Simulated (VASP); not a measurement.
**GaC3: single point with PBE**

GaC3:

```
Ga C
1.0
     3.31895   -0.00830   -0.00830
    -0.00830    3.31895   -0.00830
    -0.00830   -0.00830    3.31895
Ga C
1 3
Direct
  0.00000 0.00000 0.00000
  0.00000 0.50000 0.50000
  0.50000 0.00000 0.50000
  0.50000 0.50000 0.00000
```

```
Program             : VASP 6.6.1
Task                : single point
Functional          : PBE
Potentials or basis : VASP PAW PBE potentials, release 64 (Ga_d, C)
Cutoff              : 520 eV
k mesh              : 10 × 10 × 10
Occupations         : fermi-dirac, width 0.05 eV
Spin                : no spin polarisation
```

```
Pressure : 1.9 GPa
```

Levels at points of the mesh, in eV from the Fermi level:
```tsv
k point	band 9	band 10	band 11	band 12	band 13	band 14	band 15	band 16	band 17	band 18
(0.00, 0.00, 0.00)	-5.43	-5.43	-5.42	-0.05	1.17	1.27	1.27	3.81	3.81	3.91
(0.50, 0.00, 0.00)	-2.94	-2.88	-2.06	-2.00	-1.73	-0.68	0.64	3.55	3.67	6.35
(0.50, 0.50, 0.00)	-8.87	-1.07	-0.58	-0.53	-0.51	-0.50	-0.32	4.15	4.51	4.86
(0.50, 0.50, 0.50)	-7.18	-7.18	-7.14	-7.04	-3.40	4.54	4.54	4.56	5.03	5.03
```

Run time: 49 s on 1 thread of AMD EPYC 9R45 96-Core Processor (Zen 5), on a shared host, peak memory 0.18 GiB.
